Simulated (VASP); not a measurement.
# AlN (I-4m2) in VASP: single point with PBEsol

Aim: the single point of AlN with PBEsol.

All numbers are computed with VASP 6.6.1; they aren't measurements. Logs are shortened: lines on timing, memory, paths and dates and some standing lists are left out, and cuts for length are marked.

## Step 1: The cell of the first run

Symmetry: I-4m2, No. 119, tetragonal system. Conventional cell: a = 3.079 Å, b = 3.079 Å, c = 4.443 Å, α = 90.00°, β = 90.00°, γ = 90.00°. Within 2.5 Å of Al (site symmetry -4m2) lie 4 N at 1.90 Å. Within 2.5 Å of N (site symmetry -4m2) lie 4 Al at 1.90 Å.

## Step 2: Single point, PBEsol

File INCAR:

```
SYSTEM = AlN
PREC = Accurate
ENCUT = 600
EDIFF = 1E-6
ISMEAR = 0
SIGMA = 0.01
LREAL = .FALSE.
LASPH = .TRUE.
NELM = 120
ALGO = Normal
ISIF = 2
LWAVE = .FALSE.
LCHARG = .FALSE.
GGA = PS
NBANDS = 11
GGA_COMPAT = .FALSE.
```

File KPOINTS:

```
regular mesh
0
G
  8 8 8
  0 0 0
```

File POSCAR:

```
AlN
1.0
    0.0000000000      2.1773538202      2.2215202633
    2.1773538202      0.0000000000      2.2215202633
    2.1773538202      2.1773538202      0.0000000000
Al N
1 1
Direct
    0.0000000000      0.0000000000      0.0000000000
    0.2500000000      0.2500000000      0.2500000000
```

Potentials or basis: VASP PAW PBE potentials, release 64 (Al, N).

Run with:

```
$ cat potpaw_PBE.64/Al/POTCAR potpaw_PBE.64/N/POTCAR > POTCAR
$ mpirun -np 1 vasp_std > vasp.out
```

OUTCAR:

```text
SYSTEM = AlN
   PREC = Accurate
   ENCUT = 600
   EDIFF = 1E-6
   ISMEAR = 0
   LREAL = .FALSE.
   LASPH = .TRUE.
   NELM = 120
   ISIF = 2
   GGA = PS

 ion  position               nearest neighbor table
   1  0.000  0.000  0.000-   2 1.90   2 1.90   2 1.90   2 1.90
   2  0.250  0.250  0.250-   1 1.90   1 1.90   1 1.90   1 1.90

  LATTYP: Found a body centered tetragonal cell.
 ALAT       =     3.0792433026
 C/A-ratio  =     1.4429001186

  Lattice vectors:

 A1 = (  -2.1773538202,   0.0000000000,   2.2215202633)
 A2 = (   2.1773538202,   0.0000000000,   2.2215202633)
 A3 = (   0.0000000000,   2.1773538202,  -2.2215202633)

Analysis of symmetry for initial positions (statically):
=====================================================================
 Subroutine PRICEL returns:
 Original cell was already a primitive cell.

 Routine SETGRP: Setting up the symmetry group for a
 body centered tetragonal supercell.

 Subroutine GETGRP returns: Found  8 space group operations
 (whereof  8 operations were pure point group operations)
 out of a pool of 16 trial point group operations.

The static configuration has the point symmetry D_2d.

Analysis of symmetry for dynamics (positions and initial velocities):
=====================================================================
 Subroutine PRICEL returns:
 Original cell was already a primitive cell.

 Routine SETGRP: Setting up the symmetry group for a
 body centered tetragonal supercell.

 Subroutine GETGRP returns: Found  8 space group operations
 (whereof  8 operations were pure point group operations)
 out of a pool of 16 trial point group operations.

The dynamic configuration has the point symmetry D_2d.

 Subroutine INISYM returns: Found  8 space group operations
 (whereof  8 operations are pure point group operations),
 and found     1 'primitive' translations

----------------------------------------------------------------------------------------

                                     Primitive cell

  volume of cell :      21.0639

  direct lattice vectors                    reciprocal lattice vectors
     0.000000000  2.177353820  2.221520263    -0.229636541  0.229636541  0.225071096
     2.177353820  0.000000000  2.221520263     0.229636541 -0.229636541  0.225071096
     2.177353820  2.177353820  0.000000000     0.229636541  0.229636541 -0.225071096

  length of vectors
     3.110630473  3.110630473  3.079243303     0.395123880  0.395123880  0.395123880

[... 83 lines left out ...]
   NSW    =      0    number of steps for IOM
   IBRION =     -1    ionic relax: 0-MD 1-quasi-New 2-CG
   NFREE  =      0    steps in history (QN), initial steepest desc. (CG)
   ISIF   =      2    stress and relaxation
   ISYM   =      2    0-nonsym 1-usesym 2-fastsym
   POTIM  = 0.5000    time-step for ionic-motion
   TEBEG  =    0.0;   TEEND  =   0.0 temperature during run
   PSTRESS=    0.0 pullay stress
   NELECT =       8.0000    total number of electrons
   NUPDOWN=      -1.0000    fix difference up-down
   EMIN   =  10.00;   EMAX   =-10.00  energy-range for DOS
   EFERMI =   0.00;   METHOD = LEGACY
   ISMEAR =     0;   SIGMA  =   0.01  broadening in eV -4-tet -1-fermi 0-gaus
   EFERMI_NEDOS =   21; number of points for ismear=-14 and -15
   IALGO  =     38    algorithm
   IMIX   =      4    mixing-type and parameters
     AMIX     =   0.40;   BMIX     =  1.00
     AMIX_MAG =   1.60;   BMIX_MAG =  1.00
  volume/ion in A,a.u.               =      10.53        71.07
  Fermi-wavevector in a.u.,A,eV,Ry     =   1.185565  2.240393 19.123867  1.405565
  Thomas-Fermi vector in A             =   2.321756
   LORBIT       =      0    0 simple, 1 ext, 2 COOP (PROOUT), +10 PAW based schemes
   GGA     = PS    functional components
   LHFCALC =     F    Hartree Fock is set to
   AEXX    =    0.0000 exact exchange contribution
   IVDW    =     0    specifies the selected vdW correction
   LEPSILON=     F    determine dielectric tensor
   LRPA    =     F    only Hartree local field effects (RPA)
 non-spin polarized calculation
 Gauss-broadening in eV      SIGMA  =   0.01
  energy-cutoff  :      600.00
  volume of cell :       21.06
 maximum number of plane-waves:       718
 NGX is ok and might be reduce to    28
   NGX = 13   NGY = 13   NGZ = 13

 number of electron       7.9999999 magnetization

 Free energy of the ion-electron system (eV)
  ---------------------------------------------------
  ext. energy  EPLUGINS =         0.00000000
  ---------------------------------------------------
  free energy    TOTEN  =       -15.61028814 eV

  energy without entropy =      -15.61028814  energy(sigma->0) =      -15.61028814

 E-fermi :   5.9558     XC(G=0): -11.0821

 val. band max:        5.8060403326   @ k =   0.0000   0.0000   0.0000
 cond. band min:       8.9294085360   @ k =   0.5000   0.0000   0.5000
 fundamental gap:      3.1233682034
 Fermi energy:         5.9558407199

 k-point     1 :       0.0000    0.0000    0.0000
  band No.  band energies     occupation
      1      -9.1193      2.00000
      2       5.7191      2.00000
      3       5.8060      2.00000
      4       5.8060      2.00000
      5       9.8113      0.00000
      6      18.1322      0.00000
      7      18.1322      0.00000
      8      18.1521      0.00000
      9      22.9244      0.00000
     10      23.6024      0.00000
     11      24.1229      0.00000
[... 309 lines left out ...]
 k-point    24 :       0.3750    0.0000    0.1250
  band No.  band energies     occupation
      1      -7.5706      2.00000
      2       1.3303      2.00000
      3       4.9338      2.00000
      4       5.0372      2.00000
      5      12.7115      0.00000
      6      15.4219      0.00000
      7      17.2049      0.00000
      8      17.9773      0.00000
      9      21.2249      0.00000
     10      24.6359      0.00000
     11      25.0464      0.00000

 [... further k-points ...]
[... 5 lines left out ...]
  --------------------------------------------------------------------------------------
  -------------------------------------------------------------------------------------
  Total       -0.0190937     -0.0190937     -0.3841101      0.0000000      0.0000000      0.0000000
  in kB       -1.4523165     -1.4523165    -29.2164915      0.0000000      0.0000000      0.0000000
  external PRESSURE =     -10.7070415 kB  Pullay stress =       0.0000000 kB

 VOLUME and BASIS-vectors are now :
 -----------------------------------------------------------------------------
  energy-cutoff  :      600.00
  volume of cell :       21.06
      direct lattice vectors                 reciprocal lattice vectors
     0.000000000  2.177353820  2.221520263    -0.229636541  0.229636541  0.225071096
     2.177353820  0.000000000  2.221520263     0.229636541 -0.229636541  0.225071096
     2.177353820  2.177353820  0.000000000     0.229636541  0.229636541 -0.225071096

 POSITION                                       TOTAL-FORCE (eV/Angst)
 -----------------------------------------------------------------------------------
      0.00000      0.00000      0.00000         0.000000      0.000000      0.000000
      1.08868      1.08868      1.11076        -0.000000     -0.000000     -0.000000
 -----------------------------------------------------------------------------------
    total drift:                               -0.000000     -0.000000      0.000000

  FREE ENERGIE OF THE ION-ELECTRON SYSTEM (eV)
  ---------------------------------------------------
  free  energy   TOTEN  =       -15.6102881388 eV

  energy  without entropy=      -15.6102881388  energy(sigma->0) =      -15.61028814
```

OSZICAR:

```text
N       E                     dE             d eps       ncg     rms          rms(c)
DAV:   1     0.131314902390E+02    0.13131E+02   -0.42270E+03  1306   0.687E+02
DAV:   2    -0.167796240472E+02   -0.29911E+02   -0.28810E+02  1564   0.154E+02
DAV:   3    -0.178159405723E+02   -0.10363E+01   -0.10349E+01  1600   0.273E+01
DAV:   4    -0.178213057828E+02   -0.53652E-02   -0.53649E-02  1487   0.207E+00
DAV:   5    -0.178213684751E+02   -0.62692E-04   -0.62692E-04  1592   0.219E-01    0.822E+00
DAV:   6    -0.156507611066E+02    0.21706E+01   -0.10842E+01  1614   0.170E+01    0.281E+00
DAV:   7    -0.156286426751E+02    0.22118E-01   -0.14663E-01  1454   0.299E+00    0.199E+00
DAV:   8    -0.156115298461E+02    0.17113E-01   -0.27834E-02  1469   0.167E+00    0.554E-01
DAV:   9    -0.156102798666E+02    0.12500E-02   -0.34079E-03  1580   0.383E-01    0.227E-01
DAV:  10    -0.156102873873E+02   -0.75207E-05   -0.30524E-04  1485   0.118E-01    0.184E-02
DAV:  11    -0.156102881388E+02   -0.75145E-06   -0.26301E-06  1592   0.143E-02
   1 F= -.15610288E+02 E0= -.15610288E+02  d E =-.770245-102
```

It took 8.9 s on 1 thread of Intel Xeon Platinum 8488C (Sapphire Rapids), shared host; peak memory 0.15 GiB.

Results:

```yaml
Free_energy: -15.6103 eV
Pressure: -1.1 GPa
Band_gap_on_the_k_mesh: 3.12 eV (least direct gap 4.01 eV)
```

Stress tensor (GPa, compression positive):
```
-0.15  0.00  0.00
 0.00 -0.15  0.00
 0.00  0.00 -2.92
```

Caveat: the PAW data sets were made with another functional, which shifts forces and pressure a little.
